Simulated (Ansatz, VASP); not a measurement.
**Two plane-wave programs on WS2**

```
W S
1.0
     3.18141    0.00000    0.00000
    -1.59071    2.75518    0.00000
     0.00000    0.00000   23.68815
W S
2 4
Cartesian
  0.0000 1.8368 15.1117
  1.5907 0.9184 8.5764
  0.0000 1.8368 7.0549
  1.5907 0.9184 13.5896
  0.0000 1.8368 10.1736
  1.5907 0.9184 16.7082
```

Change from the starting cell: all S atoms moved +0.037 Å, as atom 3 along Cartesian [0 0 1].

Alike in both runs: task single point; functional r2SCAN; k mesh 12 × 12 × 2; occupations gaussian, width 0.05 eV; no spin polarisation.

|  | VASP | Ansatz |
| --- | --- | --- |
| version | VASP 6.6.1 | Ansatz 0.2.0 |
| potentials or method | VASP PAW PBE potentials, release 64 (W_sv, S), cutoff 520 eV | scalar-relativistic, plane waves, PAW |
| valence electrons in the cell | 52 | 52 |

```csv
,VASP,Ansatz,Ansatz less VASP
gap on the k mesh at the Fermi level (eV),1.56,1.54,-0.019
least direct gap on the mesh (eV),1.88,1.88,-0.005
rms of the force components (eV/Å),0.512,0.512,0.0000
```

VASP's potentials were made for PBE, not for r2SCAN. Atom by atom the forces differ by 0.010 eV/Å (rms over components). Ansatz's warnings: xc potential rough in thin density.

Neither program's run includes spin-orbit coupling.
